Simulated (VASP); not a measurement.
Write the native input for VASP 6.6.1 that does the following.

```
Task                   : single point
Functional             : PBE
Potentials or basis    : VASP PAW PBE potentials, release 64 (Rh_pv)
Cutoff                 : 520 eV
k mesh                 : 24 × 24 × 24
Occupations            : gaussian, width 0.1 eV
Spin                   : no spin polarisation
Dipole correction      : no
Further INCAR settings : ALGO = Normal; EDIFF = 1e-06; NBANDS = 14
```

The structure of Rh lies in POSCAR:

```
Rh
1.0
    0.0000000000      1.8756780057      1.8756780057
    1.8756780057      0.0000000000      1.8756780057
    1.8756780057      1.8756780057      0.0000000000
Rh
1
Direct
    0.0000000000      0.0000000000      0.0000000000
```

The input as run:

INCAR

```
  ALGO = Normal
  EDIFF = 1E-6
  ENCUT = 520
  GGA = PE
  ISIF = 2
  ISMEAR = 0
  LASPH = True
  LCHARG = False
  LREAL = False
  LWAVE = False
  NBANDS = 14
  NELM = 80
  PREC = Accurate
  SIGMA = 0.1
```

KPOINTS

```
k-points
0
Gamma
  24 24 24
```

Potentials or basis: VASP PAW PBE potentials, release 64 (Rh_pv).

Launch:

```sh
$ cat potpaw_PBE.64/Rh_pv/POTCAR > POTCAR
$ mpirun -np 1 vasp_std > vasp.out
```

It gave:

```yaml
Pressure: 18.9 GPa
Band_gap_on_the_k_mesh: zero (an odd number of electrons rules out a gap without spin polarisation)
```

Caveat: the cell stands under pressure.

Wall time 72 s on 1 thread of Intel Xeon 8259CL, with other jobs on the host, peak memory 0.18 GiB.
